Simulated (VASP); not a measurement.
Zn4O, 5 atoms in the cell. The structure is trigonal, space group P3m1 (No. 156). The conventional cell has a = 3.107 Å, b = 3.107 Å, c = 8.774 Å, α = 90.00°, β = 90.00°, γ = 120.00°. Within 2.6 Å of Zn (site symmetry 3m) lie 1 O at 1.93 Å and 3 Zn at 2.59 Å. Within 2.8 Å of Zn (site symmetry 3m) lie 3 O at 2.01 Å and 3 Zn at 2.77 Å. Zn (site symmetry 3m) has 12 Zn at 2.64 to 3.11 Å and 3 O at 3.52 Å within 3.6 Å. Within 3.4 Å of Zn (site symmetry 3m) lie 12 Zn at 2.59 to 3.11 Å. O (site symmetry 3m) has 4 Zn at 1.93 to 2.01 Å within 2.6 Å. The cell was built from a structure type or drawn by symmetry, and may not be a known phase.

```yaml
Program: VASP 6.6.1
Task: relaxation of cell and atoms
Functional: PBE
Potentials_or_basis: VASP PAW PBE potentials, release 64 (Zn, O)
Cutoff: 600 eV
k_mesh: 12 × 12 × 4
Occupations: gaussian, width 0.1 eV
Spin: no spin polarisation
Dipole_correction: no
Further_INCAR_settings: ALGO = Normal; EDIFF = 1e-07; IBRION = 2; EDIFFG = -0.01; NSW = 100; ISIF = 3
```

Potentials or basis: VASP PAW PBE potentials, release 64 (Zn, O).

Run with:

```console
$ cat potpaw_PBE.64/Zn/POTCAR potpaw_PBE.64/O/POTCAR > POTCAR
$ mpirun -np 1 vasp_std > vasp.out
```

Hardware: 1 thread of Intel(R) Xeon(R) Platinum 8488C (Sapphire Rapids) (shared host).

Problem. How long does it take, and how much memory?

Solution. Wall time 22 min on 1 thread of Intel(R) Xeon(R) Platinum 8488C (Sapphire Rapids), with other jobs on the host, peak memory 0.33 GiB. Counts: scf iterations 98, k points 69, ion steps 10.
